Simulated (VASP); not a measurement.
Set up this calculation in VASP 6.6.1, as the native input.

```yaml
Task: single point
Functional: PBE
Potentials_or_basis: VASP PAW PBE potentials, release 64 (Be, Zn, Se)
Cutoff: 520 eV
k_mesh: 4 × 4 × 4
Occupations: gaussian, width 0.1 eV
Spin: no spin polarisation
Dipole_correction: no
Further_INCAR_settings: ALGO = Normal; EDIFF = 1e-06; NBANDS = 26
```

The structure of Be2ZnSe3 lies in POSCAR:

```
Be2ZnSe3
1.0
    4.4878757761      0.0000000000      0.0000000000
    0.0000000000      4.4878757761      0.0000000000
    0.0000000000      0.0000000000      7.9145078682
Be Zn Se
2 1 3
Direct
    0.5000000000      0.5000000000      0.2496912294
    0.5000000000      0.5000000000      0.7503087706
    0.0000000000      0.0000000000      0.5000000000
    0.5000000000      0.5000000000      0.0000000000
    0.5000000000      0.5000000000      0.5000000000
    0.0000000000      0.0000000000      0.0000000000
```

The input as run:

INCAR

```
SYSTEM = Be2ZnSe3
  PREC = Accurate
  ENCUT = 520
  EDIFF = 1E-6
  ISMEAR = 0
  SIGMA = 0.1
  LREAL = .FALSE.
  LASPH = .TRUE.
  NELM = 80
  ALGO = Normal
  ISIF = 2
  LWAVE = .FALSE.
  LCHARG = .TRUE.
  GGA = PE
  LELF = .TRUE.
  LVHAR = .TRUE.
  NBANDS = 26
```

KPOINTS

```
Automatic mesh
0
G
  4 4 4
  0 0 0
```

Potentials or basis: VASP PAW PBE potentials, release 64 (Be, Zn, Se).

The run is started by

```console
$ cat potpaw_PBE.64/Be/POTCAR potpaw_PBE.64/Zn/POTCAR potpaw_PBE.64/Se/POTCAR > POTCAR
$ mpirun -np 1 vasp_std > vasp.out
```

It gave:

```yaml
Pressure: 0.1 GPa
Band_gap_on_the_k_mesh: zero (band 17 reaches 2.65 eV, above the bottom of band 18 at 1.28 eV)
```

Wall time 51 s on 1 thread of AMD EPYC 9R45 96-Core Processor (Zen 5) (shared host), peak memory 0.27 GiB.
